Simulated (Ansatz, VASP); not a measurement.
## Zn in VASP and in Ansatz

Contents of POSCAR:

```
Zn
1.0
    0.0000000000      1.9647760000      1.9647760000
    1.9647760000      0.0000000000      1.9647760000
    1.9647760000      1.9647760000      0.0000000000
Zn
1
Direct
    0.0000000000      0.0000000000      0.0000000000
```

The input INCAR.step1:

```
SYSTEM = Zn
PREC = Accurate
ENCUT = 500
EDIFF = 1E-5
ISMEAR = -1
SIGMA = 0.05
LREAL = .False.
LASPH = .True.
NELM = 120
ALGO = Normal
LWAVE = .True.
LCHARG = .False.
GGA = PE
NBANDS = 12
GGA_COMPAT = .False.
IBRION = 2
ISIF = 3
EDIFFG = -0.005
NELMIN = 4
NSW = 100
```

File INCAR.step2:

```
SYSTEM = Zn
PREC = Accurate
ENCUT = 500
EDIFF = 1E-7
ISMEAR = -1
SIGMA = 0.05
LREAL = .False.
LASPH = .True.
NELM = 120
ALGO = Normal
ISIF = 3
LWAVE = .False.
LCHARG = .False.
GGA = B3
LHFCALC = .True.
AEXX = 0.2
AGGAX = 0.72
AGGAC = 0.81
ALDAC = 0.19
PRECFOCK = Normal
IBRION = 2
NSW = 60
EDIFFG = -0.01
ISTART = 1
GGA_COMPAT = .False.
NELMIN = 4
```

Contents of KPOINTS:

```
Automatic mesh
0
Gamma
  6 6 6
  0 0 0
```

The input input:

```
crystal:
  lattice:
    - [0.0, 1.964776, 1.964776]
    - [1.964776, 0.0, 1.964776]
    - [1.964776, 1.964776, 0.0]
  atoms:
    - { symbol: Zn, position: [0.0, 0.0, 0.0] }
hamiltonian:
  xc: b3lyp
  pseudopotentials: { kind: paw }
kpoints:
  mp_grid: { grid: [6, 6, 6] }
scf:
  occupations: { method: fermi_dirac, width: 0.05 }
output:
  forces: true
  stress: true
  eigenvalues: true
relax:
  f_tol: 0.01
  max_steps: 40
  cell: { stress_tol: 0.05 }
```

Alike in both runs: task relaxation of cell and atoms; functional B3LYP; k mesh 6 × 6 × 6; occupations fermi-dirac, width 0.05 eV; no spin polarisation.

|  | VASP | Ansatz |
| --- | --- | --- |
| version | VASP 6.6.1 | Ansatz 0.2.0 |
| potentials or method | VASP PAW PBE potentials, release 64 (Zn) | Ansatz PAW |
| plane-wave cutoff (eV) | 500 | 420 |
| valence electrons in the cell | 12 | 12 |

```csv
,VASP,Ansatz,Ansatz less VASP
"gap on the k mesh at the Fermi level, each at its own relaxed structure (eV)",none,none,-
relaxed volume (Å³/atom),15.92,15.91,-0.015
relaxed length of the cell vector where the two differ most in proportion (Å),2.824,2.823,-0.0009
```

VASP's potentials were made for PBE, not for B3LYP. A gap of «none» marks a metal or a gap that the smearing closes.

The k mesh is coarse, so the values compare programs but aren't converged. Noted on Ansatz's run: the plane-wave basis is chosen anew once the cell has moved, so the energies of steps on either side of that aren't comparable.
